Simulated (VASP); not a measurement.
# Be2C (Fm-3m) in VASP: settings compared

Be2C is run at these levels: PBEsol, r2SCAN; tasks: single point.

Everything below comes from runs of VASP 6.6.1. Logs are shortened: lines on timing, memory, paths and dates and some standing lists are left out, and cuts for length are marked.

## (1) The cell of the first run

It takes space group Fm-3m (No. 225, cubic). Conventional cell: a = 4.311 Å, b = 4.311 Å, c = 4.311 Å, α = 90.00°, β = 90.00°, γ = 90.00°. C (site symmetry m-3m) has 8 Be at 1.87 Å within 2.5 Å. Within 2.5 Å of Be (site symmetry -43m) lie 4 C at 1.87 Å and 6 Be at 2.16 Å.

## (2) Single point, PBEsol

Input file INCAR:

```
PREC     = Accurate       # precision mode
ENCUT    = 600            # plane-wave cutoff, eV
EDIFF    = 1E-6           # SCF threshold, eV
ISMEAR   = -1             # smearing method
SIGMA    = 0.05           # smearing width, eV
LREAL    = False          # projectors in reciprocal space
LASPH    = True           # aspherical terms in the spheres
NELM     = 120            # most SCF steps
ALGO     = Normal         # electronic algorithm
ISIF     = 2              # what is computed and relaxed
LWAVE    = False          # write WAVECAR
LCHARG   = False          # write CHGCAR
GGA      = PS             # functional
NBANDS   = 11             # bands
GGA_COMPAT= False
```

Input file KPOINTS:

```
regular mesh
0
Gamma
  10 10 10
```

Input file POSCAR:

```
Be2C
1.0
    0.0000000000      2.1553190000      2.1553190000
    2.1553190000      0.0000000000      2.1553190000
    2.1553190000      2.1553190000      0.0000000000
C Be
1 2
Direct
    0.0000000000      0.0000000000      0.0000000000
    0.2500000000      0.2500000000      0.2500000000
    0.7500000000      0.7500000000      0.7500000000
```

Potentials or basis: VASP PAW PBE potentials, release 64 (C, Be).

Command:

```bash
$ cat potpaw_PBE.64/C/POTCAR potpaw_PBE.64/Be/POTCAR > POTCAR
$ mpirun -np 1 vasp_std > vasp.out
```

OUTCAR:

```text
PREC = Accurate
   ENCUT = 600
   EDIFF = 1E-6
   ISMEAR = -1
   LREAL = False
   LASPH = True
   NELM = 120
   ISIF = 2
   GGA = PS

 ion  position               nearest neighbor table
   1  0.000  0.000  0.000-   3 1.87   3 1.87   3 1.87   2 1.87   2 1.87   2 1.87   3 1.87   2 1.87

   2  0.250  0.250  0.250-   1 1.87   1 1.87   1 1.87   1 1.87   3 2.16   3 2.16   3 2.16   3 2.16
                             3 2.16   3 2.16
   3  0.750  0.750  0.750-   1 1.87   1 1.87   1 1.87   1 1.87   2 2.16   2 2.16   2 2.16   2 2.16
                             2 2.16   2 2.16

  LATTYP: Found a face centered cubic cell.
 ALAT       =     4.3106380000

  Lattice vectors:

 A1 = (   0.0000000000,   2.1553190000,   2.1553190000)
 A2 = (   2.1553190000,   0.0000000000,   2.1553190000)
 A3 = (   2.1553190000,   2.1553190000,   0.0000000000)

Analysis of symmetry for initial positions (statically):
=====================================================================
 Subroutine PRICEL returns:
 Original cell was already a primitive cell.

 Routine SETGRP: Setting up the symmetry group for a
 face centered cubic supercell.

 Subroutine GETGRP returns: Found 48 space group operations
 (whereof 48 operations were pure point group operations)
 out of a pool of 48 trial point group operations.

The static configuration has the point symmetry O_h .

Analysis of symmetry for dynamics (positions and initial velocities):
=====================================================================
 Subroutine PRICEL returns:
 Original cell was already a primitive cell.

 Routine SETGRP: Setting up the symmetry group for a
 face centered cubic supercell.

 Subroutine GETGRP returns: Found 48 space group operations
 (whereof 48 operations were pure point group operations)
 out of a pool of 48 trial point group operations.

The dynamic configuration has the point symmetry O_h .

 Subroutine INISYM returns: Found 48 space group operations
 (whereof 48 operations are pure point group operations),
 and found     1 'primitive' translations

----------------------------------------------------------------------------------------

                                     Primitive cell

  volume of cell :      20.0246

  direct lattice vectors                    reciprocal lattice vectors
     0.000000000  2.155319000  2.155319000    -0.231984221  0.231984221  0.231984221
     2.155319000  0.000000000  2.155319000     0.231984221 -0.231984221  0.231984221
     2.155319000  2.155319000  0.000000000     0.231984221  0.231984221 -0.231984221

  length of vectors
     3.048081361  3.048081361  3.048081361     0.401808458  0.401808458  0.401808458

  position of ions in fractional coordinates (direct lattice)
     0.000000000  0.000000000  0.000000000
     0.250000000  0.250000000  0.250000000
     0.750000000  0.750000000  0.750000000

  ion indices of the primitive-cell ions
   primitive index   ion index
                 1           1
                 2           2
                 3           3

----------------------------------------------------------------------------------------

 KPOINTS: regular mesh

Automatic generation of k-mesh.
 Grid dimensions read from file:
 generate k-points for:   10   10   10

 Generating k-lattice:

  Cartesian coordinates                     Fractional coordinates (reciprocal lattice)
    -0.023198422  0.023198422  0.023198422     0.100000000  0.000000000  0.000000000
     0.023198422 -0.023198422  0.023198422     0.000000000  0.100000000  0.000000000
     0.023198422  0.023198422 -0.023198422     0.000000000  0.000000000  0.100000000

  Length of vectors
     0.040180846  0.040180846  0.040180846

  Shift w.r.t. Gamma in fractional coordinates (k-lattice)
     0.000000000  0.000000000  0.000000000

 Subroutine IBZKPT returns following result:
 ===========================================

 Found     47 irreducible k-points:

 Following reciprocal coordinates:
            Coordinates               Weight
  0.000000  0.000000  0.000000      1.000000
  0.100000  0.000000  0.000000      8.000000
  0.200000  0.000000  0.000000      8.000000
  0.300000  0.000000  0.000000      8.000000
  0.400000  0.000000  0.000000      8.000000
  0.500000  0.000000  0.000000      4.000000
[... 16 lines left out ...]
  0.300000  0.300000  0.000000      6.000000
  0.400000  0.300000  0.000000     24.000000
 [... further k-points ...]
   k-points           NKPTS =     47   k-points in BZ     NKDIM =     47   number of bands    NBANDS=     11
   number of dos      NEDOS =    301   number of ions     NIONS =      3
   total plane-waves  NPLWV =  13824
   dimension x,y,z NGX =    24 NGY =   24 NGZ =   24
   dimension x,y,z NGXF=    48 NGYF=   48 NGZF=   48
   ions per type =               1   2
   NGX,Y,Z   is equivalent  to a cutoff of  13.09, 13.09, 13.09 a.u.
   NGXF,Y,Z  is equivalent  to a cutoff of  26.18, 26.18, 26.18 a.u.
 SYSTEM =  unknown system
   PREC   = accura    normal or accurate (medium, high low for compatibility)
   ISTART =      0    job   : 0-new  1-cont  2-samecut
   ICHARG =      2    charge: 1-file 2-atom 10-const
   ISPIN  =      1    spin polarized calculation?
   LNONCOLLINEAR =      F non collinear calculations
   LSORBIT =      F    spin-orbit coupling
   LASPH  =      T    aspherical Exc in radial PAW
   ENCUT  =  600.0 eV  44.10 Ry    6.64 a.u.   6.09  6.09  6.09*2*pi/ulx,y,z
   NELM   =    120;   NELMIN=  2; NELMDL= -5     # of ELM steps
   EDIFF  = 0.1E-05   stopping-criterion for ELM
   LREAL  =      F    real-space projection
   EDIFFG = 0.1E-04   stopping-criterion for IOM
   NSW    =      0    number of steps for IOM
   IBRION =     -1    ionic relax: 0-MD 1-quasi-New 2-CG
   NFREE  =      0    steps in history (QN), initial steepest desc. (CG)
   ISIF   =      2    stress and relaxation
   ISYM   =      2    0-nonsym 1-usesym 2-fastsym
   POTIM  = 0.5000    time-step for ionic-motion
   TEBEG  =    0.0;   TEEND  =   0.0 temperature during run
   PSTRESS=    0.0 pullay stress
   NELECT =       8.0000    total number of electrons
   NUPDOWN=      -1.0000    fix difference up-down
   EMIN   =  10.00;   EMAX   =-10.00  energy-range for DOS
   EFERMI =   0.00;   METHOD = LEGACY
   ISMEAR =    -1;   SIGMA  =   0.05  broadening in eV -4-tet -1-fermi 0-gaus
   EFERMI_NEDOS =   21; number of points for ismear=-14 and -15
   IALGO  =     38    algorithm
   IMIX   =      4    mixing-type and parameters
     AMIX     =   0.40;   BMIX     =  1.00
     AMIX_MAG =   1.60;   BMIX_MAG =  1.00
  volume/ion in A,a.u.               =       6.67        45.04
  Fermi-wavevector in a.u.,A,eV,Ry     =   1.205730  2.278499 19.779932  1.453784
  Thomas-Fermi vector in A             =   2.341418
   LORBIT       =      0    0 simple, 1 ext, 2 COOP (PROOUT), +10 PAW based schemes
   GGA     = PS    functional components
   LHFCALC =     F    Hartree Fock is set to
   AEXX    =    0.0000 exact exchange contribution
   IVDW    =     0    specifies the selected vdW correction
   LEPSILON=     F    determine dielectric tensor
   LRPA    =     F    only Hartree local field effects (RPA)
 non-spin polarized calculation
  energy-cutoff  :      600.00
  volume of cell :       20.02
 maximum number of plane-waves:       692
   NGX = 13   NGY = 13   NGZ = 13

 number of electron       8.0000000 magnetization

 Free energy of the ion-electron system (eV)
  ---------------------------------------------------
  ext. energy  EPLUGINS =         0.00000000
  ---------------------------------------------------
  free energy    TOTEN  =       -18.41284446 eV

  energy without entropy =      -18.41284429  energy(sigma->0) =      -18.41284438

 E-fermi :   8.3527     XC(G=0): -11.5638

 val. band max:        7.8187457682   @ k =   0.0000   0.0000   0.0000
 cond. band min:       8.8843383362   @ k =   0.5000   0.5000   0.0000
 fundamental gap:      1.0655925681
 Fermi energy:         8.3527127248

 k-point     1 :       0.0000    0.0000    0.0000
  band No.  band energies     occupation
      1      -7.3102      2.00000
      2       7.8187      1.99995
      3       7.8187      1.99995
      4       7.8187      1.99995
      5      11.9278      0.00000
      6      11.9278      0.00000
      7      11.9278      0.00000
      8      14.6674      0.00000
      9      21.0027      0.00000
     10      21.0027      0.00000
     11      21.0027      0.00000

 k-point     2 :       0.1000    0.0000    0.0000
  band No.  band energies     occupation
      1      -7.1493      2.00000
      2       6.4737      2.00000
      3       7.5071      2.00000
      4       7.5071      2.00000
      5      12.3802      0.00000
      6      12.3802      0.00000
      7      12.7854      0.00000
      8      15.0320      0.00000
      9      19.9464      0.00000
     10      19.9464      0.00000
     11      21.4081      0.00000

 k-point     3 :       0.2000    0.0000    0.0000
  band No.  band energies     occupation
      1      -6.6721      2.00000
      2       4.1148      2.00000
      3       6.9112      2.00000
      4       6.9112      2.00000
      5      13.1289      0.00000
      6      13.1289      0.00000
      7      13.7388      0.00000
      8      15.9749      0.00000
      9      19.0292      0.00000
     10      19.0292      0.00000
     11      22.5286      0.00000

 k-point     4 :       0.3000    0.0000    0.0000
  band No.  band energies     occupation
      1      -5.9064      2.00000
      2       1.7978      2.00000
      3       6.3925      2.00000
      4       6.3925      2.00000
      5      13.2640      0.00000
      6      13.2640      0.00000
      7      14.3671      0.00000
      8      16.8571      0.00000
      9      19.6260      0.00000
     10      19.6260      0.00000
     11      23.8453      0.00000

 k-point     5 :       0.4000    0.0000    0.0000
  band No.  band energies     occupation
      1      -4.9670      2.00000
      2      -0.1235      2.00000
      3       6.0682      2.00000
      4       6.0682      2.00000
      5      12.9540      0.00000
      6      12.9540      0.00000
      7      14.8061      0.00000
      8      17.4077      0.00000
      9      21.3134      0.00000
     10      21.3134      0.00000
     11      24.7553      0.00000
[... 211 lines left out ...]
 k-point    21 :      -0.3000    0.2000    0.0000
  band No.  band energies     occupation
      1      -4.7983      2.00000
      2       0.8108      2.00000
      3       3.4283      2.00000
      4       5.7133      2.00000
      5      12.9822      0.00000
      6      15.0555      0.00000
      7      16.3090      0.00000
      8      17.9009      0.00000
      9      17.9640      0.00000
     10      22.6243      0.00000
     11      24.8917      0.00000

 k-point    22 :      -0.2000    0.2000    0.0000
  band No.  band energies     occupation
      1      -5.6575      2.00000
      2       2.3536      2.00000
      3       3.9041      2.00000
      4       6.5199      2.00000
      5      13.6096      0.00000
      6      14.3755      0.00000
      7      15.7142      0.00000
      8      16.4559      0.00000
      9      16.7635      0.00000
     10      23.2772      0.00000
     11      24.2999      0.00000

 k-point    23 :       0.3000    0.3000    0.0000
  band No.  band energies     occupation
      1      -5.4761      2.00000
      2       3.7042      2.00000
      3       4.0726      2.00000
      4       4.0726      2.00000
      5      10.7977      0.00000
      6      13.0130      0.00000
      7      17.4607      0.00000
      8      17.4607      0.00000
      9      20.9132      0.00000
     10      25.3110      0.00000
     11      25.3110      0.00000

 k-point    24 :       0.4000    0.3000    0.0000
  band No.  band energies     occupation
      1      -4.8035      2.00000
      2       2.2807      2.00000
      3       3.5880      2.00000
      4       3.7283      2.00000
      5      10.4696      0.00000
      6      13.6375      0.00000
      7      18.1503      0.00000
      8      18.3202      0.00000
      9      21.8394      0.00000
     10      24.8629      0.00000
     11      25.5996      0.00000

 [... further k-points ...]
[... 5 lines left out ...]
  --------------------------------------------------------------------------------------
  -------------------------------------------------------------------------------------
  Total        0.0722802      0.0722802      0.0722802      0.0000000      0.0000000      0.0000000
  in kB        5.7831637      5.7831637      5.7831637      0.0000000      0.0000000      0.0000000
  external PRESSURE =       5.7831637 kB  Pullay stress =       0.0000000 kB

 VOLUME and BASIS-vectors are now :
 -----------------------------------------------------------------------------
  energy-cutoff  :      600.00
  volume of cell :       20.02
      direct lattice vectors                 reciprocal lattice vectors
     0.000000000  2.155319000  2.155319000    -0.231984221  0.231984221  0.231984221
     2.155319000  0.000000000  2.155319000     0.231984221 -0.231984221  0.231984221
     2.155319000  2.155319000  0.000000000     0.231984221  0.231984221 -0.231984221

 POSITION                                       TOTAL-FORCE (eV/Angst)
 -----------------------------------------------------------------------------------
      0.00000      0.00000      0.00000        -0.000000      0.000000      0.000000
      1.07766      1.07766      1.07766        -0.000000     -0.000000     -0.000000
      3.23298      3.23298      3.23298         0.000000      0.000000      0.000000
 -----------------------------------------------------------------------------------
    total drift:                               -0.000000     -0.000000      0.000000

  FREE ENERGIE OF THE ION-ELECTRON SYSTEM (eV)
  ---------------------------------------------------
  free  energy   TOTEN  =       -18.4128444617 eV

  energy  without entropy=      -18.4128442913  energy(sigma->0) =      -18.41284438
```

It took 5.2 s on 1 thread of AMD EPYC 9R45 (Zen 5), shared host; peak memory 0.11 GiB.

What came out:

```
Free energy            : -18.4128 eV
Pressure               : 0.6 GPa
Band gap on the k mesh : 1.07 eV (least direct gap 4.11 eV)
```

Caveat: the PAW data sets were made with another functional, which shifts forces and pressure a little.

(Part 1 of 2 ends here.)
